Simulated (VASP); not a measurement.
# CdF2 (Fm-3m) in VASP: a series of runs, part 2 of 2

VASP 6.6.1.

### 3 Single point, r2SCAN

Input file POSCAR:

```
CdF2
1.0
    0.0000000000      2.6941776783      2.6941776783
    2.6941776783      0.0000000000      2.6941776783
    2.6941776783      2.6941776783      0.0000000000
Cd F
1 2
Direct
    0.0000000000      0.0000000000      0.0000000000
    0.2500000000      0.2500000000      0.2500000000
    0.7500000000      0.7500000000      0.7500000000
```

Input file INCAR.step1:

```
SYSTEM = CdF2
ALGO = Normal ; EDIFF = 1E-4
ENCUT = 520 ; GGA = PE
ISMEAR = 0 ; LASPH = .True.
LCHARG = .False. ; LREAL = .False.
LWAVE = .True. ; NBANDS = 20
NELM = 60 ; PREC = Accurate
SIGMA = 0.01
```

Input file INCAR.step2:

```
SYSTEM = CdF2
ALGO = Normal ; EDIFF = 1E-6
ENCUT = 520 ; ISIF = 2
ISMEAR = 0 ; ISTART = 1
LASPH = .True. ; LCHARG = .True.
LELF = .True. ; LMIXTAU = .True.
LREAL = .False. ; LVHAR = .True.
LWAVE = .False. ; METAGGA = R2SCAN
NBANDS = 20 ; NELM = 60
PREC = Accurate ; SIGMA = 0.01
```

Input file KPOINTS:

```
k-points
0
Gamma
  8 8 8
  0 0 0
```

Potentials or basis: VASP PAW PBE potentials, release 64 (Cd, F).

The run is started by

```
$ cat potpaw_PBE.64/Cd/POTCAR potpaw_PBE.64/F/POTCAR > POTCAR
$ cp INCAR.step1 INCAR
$ mpirun -np 1 vasp_std > vasp.out
$ cp INCAR.step2 INCAR
$ mpirun -np 1 vasp_std > vasp.out
```

OUTCAR:

```text
SYSTEM = CdF2
   EDIFF = 1E-6
   ENCUT = 520
   ISIF = 2
   ISMEAR = 0
   ISTART = 1
   LASPH = .True.
   LREAL = .False.
   METAGGA = R2SCAN
   NELM = 60
   PREC = Accurate

 ion  position               nearest neighbor table
   1  0.000  0.000  0.000-   3 2.33   3 2.33   3 2.33   2 2.33   3 2.33   2 2.33   2 2.33   2 2.33

   2  0.250  0.250  0.250-   1 2.33   1 2.33   1 2.33   1 2.33
   3  0.750  0.750  0.750-   1 2.33   1 2.33   1 2.33   1 2.33

  LATTYP: Found a face centered cubic cell.
 ALAT       =     5.3883553566

  Lattice vectors:

 A1 = (   0.0000000000,   2.6941776783,   2.6941776783)
 A2 = (   2.6941776783,   0.0000000000,   2.6941776783)
 A3 = (   2.6941776783,   2.6941776783,   0.0000000000)

Analysis of symmetry for initial positions (statically):
=====================================================================
 Subroutine PRICEL returns:
 Original cell was already a primitive cell.

 Routine SETGRP: Setting up the symmetry group for a
 face centered cubic supercell.

[... 164 lines left out ...]
  free energy    TOTEN  =       -33.71939316 eV

  energy without entropy =      -33.71939316  energy(sigma->0) =      -33.71939316

 E-fermi :  -1.7403     XC(G=0): -11.0470

 val. band max:       -1.8694155273   @ k =  -0.2500   0.5000   0.2500
 cond. band min:       1.8804053431   @ k =   0.0000   0.0000   0.0000
 fundamental gap:      3.7498208704
 Fermi energy:        -1.7402729932

 k-point     1 :       0.0000    0.0000    0.0000
  band No.  band energies     occupation
      1     -23.8078      2.00000
      2     -22.7419      2.00000
      3      -7.4981      2.00000
      4      -7.4981      2.00000
      5      -7.4981      2.00000
      6      -6.2606      2.00000
[... 541 lines left out ...]
     19      17.6321      0.00000
     20      21.5753      0.00000

 [... further k-points ...]

------------------------ aborting loop because EDIFF is reached ----------------------------------------

  FORCE on cell =-STRESS in cart. coord.  units (eV):
  Direction    XX          YY          ZZ          XY          YZ          ZX
  --------------------------------------------------------------------------------------
  -------------------------------------------------------------------------------------
  Total        0.2430440      0.2430440      0.2430440     -0.0000000     -0.0000000     -0.0000000
  in kB        9.9560423      9.9560423      9.9560423     -0.0000000     -0.0000000     -0.0000000
  external PRESSURE =       9.9560423 kB  Pullay stress =       0.0000000 kB

 VOLUME and BASIS-vectors are now :
 -----------------------------------------------------------------------------
  energy-cutoff  :      520.00
  volume of cell :       39.11
      direct lattice vectors                 reciprocal lattice vectors
     0.000000000  2.694177678  2.694177678    -0.185585384  0.185585384  0.185585384
     2.694177678  0.000000000  2.694177678     0.185585384 -0.185585384  0.185585384
     2.694177678  2.694177678  0.000000000     0.185585384  0.185585384 -0.185585384

 POSITION                                       TOTAL-FORCE (eV/Angst)
 -----------------------------------------------------------------------------------
      0.00000      0.00000      0.00000         0.000000      0.000000      0.000000
      1.34709      1.34709      1.34709         0.000000      0.000000      0.000000
      4.04127      4.04127      4.04127        -0.000000     -0.000000     -0.000000
 -----------------------------------------------------------------------------------
    total drift:                                0.000000      0.000000      0.000000

  FREE ENERGIE OF THE ION-ELECTRON SYSTEM (eV)
  ---------------------------------------------------
  free  energy   TOTEN  =       -33.7193931631 eV

  energy  without entropy=      -33.7193931631  energy(sigma->0) =      -33.71939316
```

OUTCAR.step1:

```text
SYSTEM = CdF2
   EDIFF = 1E-4
   ENCUT = 520
   GGA = PE
   ISMEAR = 0
   LASPH = .True.
   LREAL = .False.
   NELM = 60
[... 775 lines left out ...]
      0.00000      0.00000      0.00000        -0.000000     -0.000000      0.000000
      1.34709      1.34709      1.34709        -0.000000      0.000000     -0.000000
      4.04127      4.04127      4.04127         0.000000     -0.000000      0.000000
 -----------------------------------------------------------------------------------
    total drift:                                0.000000      0.000000      0.000000

  FREE ENERGIE OF THE ION-ELECTRON SYSTEM (eV)
  ---------------------------------------------------
  free  energy   TOTEN  =       -10.8596970941 eV

  energy  without entropy=      -10.8596970941  energy(sigma->0) =      -10.85969709
```

OSZICAR.step1:

```text
N       E                     dE             d eps       ncg     rms          rms(c)
DAV:   1     0.197201586573E+03    0.19720E+03   -0.15431E+04  1192   0.131E+03
DAV:   2    -0.415420492437E+01   -0.20136E+03   -0.19379E+03  1272   0.344E+02
DAV:   3    -0.125306383308E+02   -0.83764E+01   -0.83541E+01  1352   0.767E+01
DAV:   4    -0.125667441621E+02   -0.36106E-01   -0.36104E-01  1220   0.516E+00
DAV:   5    -0.125668731586E+02   -0.12900E-03   -0.12900E-03  1344   0.280E-01    0.103E+01
DAV:   6    -0.108295949657E+02    0.17373E+01   -0.39783E+00  1472   0.373E+01    0.746E+00
DAV:   7    -0.108745837863E+02   -0.44989E-01   -0.88237E-01  1176   0.850E+00    0.425E+00
DAV:   8    -0.108674309023E+02    0.71529E-02   -0.13263E-01  1200   0.343E+00    0.702E-01
DAV:   9    -0.108590361419E+02    0.83948E-02   -0.32209E-02  1392   0.224E+00    0.872E-02
DAV:  10    -0.108595989260E+02   -0.56278E-03   -0.28521E-03  1184   0.585E-01    0.119E-01
DAV:  11    -0.108596970941E+02   -0.98168E-04   -0.11997E-04  1032   0.110E-01
   1 F= -.10859697E+02 E0= -.10859697E+02  d E =-.286334E-98
```

Run time: 68 s. Hardware: 1 thread of AMD EPYC 7R13 (Zen 3), shared host; peak memory 0.14 GiB.

What came out:

* Free energy: -33.7194 eV
* Pressure: 1.0 GPa
* Band gap on the k mesh: 3.75 eV (least direct gap 4.25 eV)

Caveat: the PAW data sets were made with another functional, which shifts forces and pressure a little. A k mesh can miss the band edges.

### 4 Single point, PBE, non-collinear spin, zero start, spin-orbit coupling

Input file INCAR:

```
PREC = Accurate ; ENCUT = 520
EDIFF = 1E-6 ; ISMEAR = 0
SIGMA = 0.01 ; LREAL = False
LASPH = True ; NELM = 150
ALGO = Normal ; ISIF = 2
LWAVE = False ; LCHARG = False
MAGMOM = 0 0 0 0 0 0 0 0 0 ; LORBIT = 11
LSORBIT = True ; GGA_COMPAT = False
LORBMOM = True ; GGA = PE
NBANDS = 39
```

Input file KPOINTS:

```
Automatic mesh
0
Gamma
  8 8 8
```

POSCAR is that of step 3.

Potentials or basis: VASP PAW PBE potentials, release 64 (Cd, F).

The run is started by

```
$ cat potpaw_PBE.64/Cd/POTCAR potpaw_PBE.64/F/POTCAR > POTCAR
$ mpirun -np 1 vasp_ncl > vasp.out
```

OUTCAR:

```text
PREC = Accurate
   ENCUT = 520
   EDIFF = 1E-6
   ISMEAR = 0
   LREAL = False
   LASPH = True
   NELM = 150
   ISIF = 2
   LORBIT = 11
   LSORBIT = True
   GGA = PE

 ion  position               nearest neighbor table
   1  0.000  0.000  0.000-   3 2.33   3 2.33   3 2.33   2 2.33   3 2.33   2 2.33   2 2.33   2 2.33

   2  0.250  0.250  0.250-   1 2.33   1 2.33   1 2.33   1 2.33
   3  0.750  0.750  0.750-   1 2.33   1 2.33   1 2.33   1 2.33

  LATTYP: Found a face centered cubic cell.
 ALAT       =     5.3883553566

  Lattice vectors:

 A1 = (   0.0000000000,   2.6941776783,   2.6941776783)
 A2 = (   2.6941776783,   0.0000000000,   2.6941776783)
 A3 = (   2.6941776783,   2.6941776783,   0.0000000000)

Analysis of symmetry for initial positions (statically):
=====================================================================
 Subroutine PRICEL returns:
 Original cell was already a primitive cell.

 Routine SETGRP: Setting up the symmetry group for a
 face centered cubic supercell.

 Subroutine GETGRP returns: Found 48 space group operations
 (whereof 48 operations were pure point group operations)
 out of a pool of 48 trial point group operations.

The static configuration has the point symmetry O_h .

Analysis of symmetry for dynamics (positions and initial velocities):
=====================================================================
 Subroutine PRICEL returns:
 Original cell was already a primitive cell.

 Routine SETGRP: Setting up the symmetry group for a
 face centered cubic supercell.

 Subroutine GETGRP returns: Found 48 space group operations
 (whereof 48 operations were pure point group operations)
 out of a pool of 48 trial point group operations.

The dynamic configuration has the point symmetry O_h .

Analysis of structural, dynamic, and magnetic symmetry:
=====================================================================
 Subroutine PRICEL returns:
 Original cell was already a primitive cell.

 Routine SETGRP: Setting up the symmetry group for a
 face centered cubic supercell.

 Subroutine GETGRP returns: Found 48 space group operations
 (whereof 48 operations were pure point group operations)
 out of a pool of 48 trial point group operations.

The overall configuration has the point symmetry O_h .

 Subroutine INISYM returns: Found 48 space group operations
 (whereof 48 operations are pure point group operations),
 and found     1 'primitive' translations

----------------------------------------------------------------------------------------

                                     Primitive cell

  volume of cell :      39.1119

  direct lattice vectors                    reciprocal lattice vectors
     0.000000000  2.694177678  2.694177678    -0.185585384  0.185585384  0.185585384
     2.694177678  0.000000000  2.694177678     0.185585384 -0.185585384  0.185585384
     2.694177678  2.694177678  0.000000000     0.185585384  0.185585384 -0.185585384

  length of vectors
[... 1129 lines left out ...]

------------------------ aborting loop because EDIFF is reached ----------------------------------------

  FORCE on cell =-STRESS in cart. coord.  units (eV):
  Direction    XX          YY          ZZ          XY          YZ          ZX
  --------------------------------------------------------------------------------------
  -------------------------------------------------------------------------------------
  Total        1.5115498      1.5115498      1.5115498     -0.0000000     -0.0000000      0.0000000
  in kB       61.9190601     61.9190601     61.9190601     -0.0000000     -0.0000000      0.0000000
  external PRESSURE =      61.9190601 kB  Pullay stress =       0.0000000 kB

 VOLUME and BASIS-vectors are now :
 -----------------------------------------------------------------------------
  energy-cutoff  :      520.00
  volume of cell :       39.11
      direct lattice vectors                 reciprocal lattice vectors
     0.000000000  2.694177678  2.694177678    -0.185585384  0.185585384  0.185585384
     2.694177678  0.000000000  2.694177678     0.185585384 -0.185585384  0.185585384
     2.694177678  2.694177678  0.000000000     0.185585384  0.185585384 -0.185585384

 POSITION                                       TOTAL-FORCE (eV/Angst)
 -----------------------------------------------------------------------------------
      0.00000      0.00000      0.00000         0.000000     -0.000000     -0.000000
      1.34709      1.34709      1.34709        -0.000000     -0.000000     -0.000000
      4.04127      4.04127      4.04127         0.000000      0.000000      0.000000
 -----------------------------------------------------------------------------------
    total drift:                                0.000000      0.000000      0.000000

  FREE ENERGIE OF THE ION-ELECTRON SYSTEM (eV)
  ---------------------------------------------------
  free  energy   TOTEN  =       -10.8830427094 eV

  energy  without entropy=      -10.8830427094  energy(sigma->0) =      -10.88304271

 orbital moment (x)

 # of ion     p       d       tot
 ----------------------------------------
  1         0.000   0.000   0.000
  2        -0.000   0.000  -0.000
  3        -0.000   0.000  -0.000
 ----------------------------------------
           -0.000   0.000  -0.000

 orbital moment (y)

 # of ion     p       d       tot
 ----------------------------------------
  1         0.000   0.000   0.000
  2         0.000   0.000   0.000
  3         0.000   0.000   0.000
 ----------------------------------------
            0.000   0.000   0.000

 orbital moment (z)

 # of ion     p       d       tot
 ----------------------------------------
  1        -0.000   0.000  -0.000
  2         0.000   0.000   0.000
  3         0.000   0.000   0.000
 ----------------------------------------
           -0.000   0.000  -0.000

 Spin-Orbit-Coupling matrix elements

 Ion:    1  E_soc:     -0.0456276
 l=   1
     0.0000000    -0.0012205    -0.0012205
    -0.0012205     0.0000000    -0.0012205
    -0.0012205    -0.0012205     0.0000000
 l=   2
     0.0000000    -0.0012397     0.0000000    -0.0012397    -0.0051445
    -0.0012397     0.0000000    -0.0038584    -0.0012397    -0.0012861
     0.0000000    -0.0038584     0.0000000    -0.0038584     0.0000000
    -0.0012397    -0.0012397    -0.0038584     0.0000000    -0.0012861
    -0.0051445    -0.0012861     0.0000000    -0.0012861     0.0000000
 l=   3
     0.0000000     0.0000000     0.0000000     0.0000000     0.0000000     0.0000000     0.0000000
     0.0000000     0.0000000     0.0000000     0.0000000     0.0000000     0.0000000     0.0000000
     0.0000000     0.0000000     0.0000000     0.0000000     0.0000000     0.0000000     0.0000000
     0.0000000     0.0000000     0.0000000     0.0000000     0.0000000     0.0000000     0.0000000
[... 29 lines left out ...]
 l=   2
     0.0000000     0.0000000     0.0000000     0.0000000     0.0000000
     0.0000000     0.0000000     0.0000000     0.0000000     0.0000000
     0.0000000     0.0000000     0.0000000     0.0000000     0.0000000
     0.0000000     0.0000000     0.0000000     0.0000000     0.0000000
     0.0000000     0.0000000     0.0000000     0.0000000     0.0000000
 l=   3
     0.0000000     0.0000000     0.0000000     0.0000000     0.0000000     0.0000000     0.0000000
     0.0000000     0.0000000     0.0000000     0.0000000     0.0000000     0.0000000     0.0000000
     0.0000000     0.0000000     0.0000000     0.0000000     0.0000000     0.0000000     0.0000000
     0.0000000     0.0000000     0.0000000     0.0000000     0.0000000     0.0000000     0.0000000
     0.0000000     0.0000000     0.0000000     0.0000000     0.0000000     0.0000000     0.0000000
     0.0000000     0.0000000     0.0000000     0.0000000     0.0000000     0.0000000     0.0000000
     0.0000000     0.0000000     0.0000000     0.0000000     0.0000000     0.0000000     0.0000000

 total charge

# of ion       s       p       d       tot
------------------------------------------
    1        0.231   0.197   9.692  10.119
    2        1.740   4.343   0.000   6.083
    3        1.740   4.343   0.000   6.083
--------------------------------------------------
tot          3.711   8.883   9.692  22.286

 magnetization (x)

# of ion       s       p       d       tot
------------------------------------------
    1       -0.000  -0.000   0.000  -0.000
    2       -0.000   0.000   0.000  -0.000
    3       -0.000   0.000   0.000  -0.000
--------------------------------------------------
tot         -0.000  -0.000   0.000  -0.000

 magnetization (y)

# of ion       s       p       d       tot
------------------------------------------
    1       -0.000   0.000   0.000   0.000
    2        0.000   0.000   0.000   0.000
    3        0.000   0.000   0.000   0.000
--------------------------------------------------
tot         -0.000   0.000   0.000   0.000

 magnetization (z)

# of ion       s       p       d       tot
------------------------------------------
    1       -0.000   0.000   0.000   0.000
    2        0.000   0.000   0.000   0.000
    3        0.000   0.000   0.000   0.000
--------------------------------------------------
tot          0.000   0.000   0.000   0.000
```

OSZICAR:

```text
N       E                     dE             d eps       ncg     rms          rms(c)
DAV:   1     0.227292770747E+03    0.22729E+03   -0.14783E+04  2326   0.136E+03
DAV:   2    -0.115665017858E+00   -0.22741E+03   -0.21587E+03  2444   0.378E+02
DAV:   3    -0.125164175000E+02   -0.12401E+02   -0.12343E+02  2570   0.971E+01
DAV:   4    -0.125892420892E+02   -0.72825E-01   -0.72817E-01  2472   0.778E+00
DAV:   5    -0.125895046646E+02   -0.26258E-03   -0.26257E-03  2578   0.412E-01    0.104E+01
DAV:   6    -0.108366925829E+02    0.17528E+01   -0.35136E+00  2975   0.399E+01    0.749E+00
DAV:   7    -0.108986260027E+02   -0.61933E-01   -0.10712E+00  2332   0.978E+00    0.435E+00
DAV:   8    -0.108949145346E+02    0.37115E-02   -0.14405E-01  2360   0.413E+00    0.808E-01
DAV:   9    -0.108822106019E+02    0.12704E-01   -0.33194E-02  2967   0.291E+00    0.123E-01
DAV:  10    -0.108828089738E+02   -0.59837E-03   -0.39048E-03  2423   0.642E-01    0.129E-01
DAV:  11    -0.108829996901E+02   -0.19072E-03   -0.91674E-05  2458   0.125E-01    0.474E-02
DAV:  12    -0.108830429461E+02   -0.43256E-04   -0.50276E-05  2430   0.107E-01    0.293E-02
DAV:  13    -0.108830412567E+02    0.16894E-05   -0.15070E-05  2500   0.496E-02    0.786E-03
DAV:  14    -0.108830430607E+02   -0.18040E-05   -0.63544E-06  2381   0.234E-02    0.489E-03
DAV:  15    -0.108830427094E+02    0.35130E-06   -0.43244E-07  1822   0.825E-03
   1 F= -.10883043E+02 E0= -.10883043E+02  d E =-.118730E-95  mag=     0.0000    -0.0000     0.0000
```

stdout:

```text
POSCAR found type information on POSCAR CdF
 POSCAR found :  2 types and       3 ions
 scaLAPACK will be used
 LDA part: xc-table for (Slater+PW92), standard interpolation
 POSCAR, INCAR and KPOINTS ok, starting setup
 FFT: planning ... GRIDC
 FFT: planning ... GRID_SOFT
 FFT: planning ... GRID
 WAVECAR not read
 entering main loop
```

Run time: 75 s. Hardware: 1 thread of AMD EPYC 7R13 (Zen 3), shared host; peak memory 0.24 GiB.

What came out:

* Free energy: -10.8830 eV
* Pressure: 6.2 GPa
* Net moment: 0.00 μB per cell
* Valence electrons inside the program's atomic spheres: Cd 10.12; F 6.08

Moments on the atoms (μB; x, y, z):
```
Cd  0.00 0.00 0.00
F   0.00 0.00 0.00
F   0.00 0.00 0.00
```

Caveat: the cell stands under pressure.

### 5 The runs side by side

```tsv
level	spin	smearing	gap on the mesh (eV)	pressure (GPa)
PBE	off	fermi-dirac 0.02 eV	3.07	6.2
r2SCAN	off	gaussian 0.01 eV	3.75	1.0
PBE	non-collinear, zero start, SOC	gaussian 0.01 eV	-	6.2
```

Alike in all rows: task single point; potentials or basis VASP PAW PBE potentials, release 64 (Cd, F); cell as given; k mesh 8 × 8 × 8; cutoff (eV) 520.

The pressure there spans 1.0 GPa (r2SCAN) to 6.2 GPa (PBE); a positive pressure means that this level wants a larger cell, a negative one a smaller.

Caveats: the cell stands under pressure (at least some runs); the PAW data sets were made with another functional, which shifts forces and pressure a little (at least some runs).

Total energies depend on the potentials used, so only differences within one code and one set of settings carry meaning.
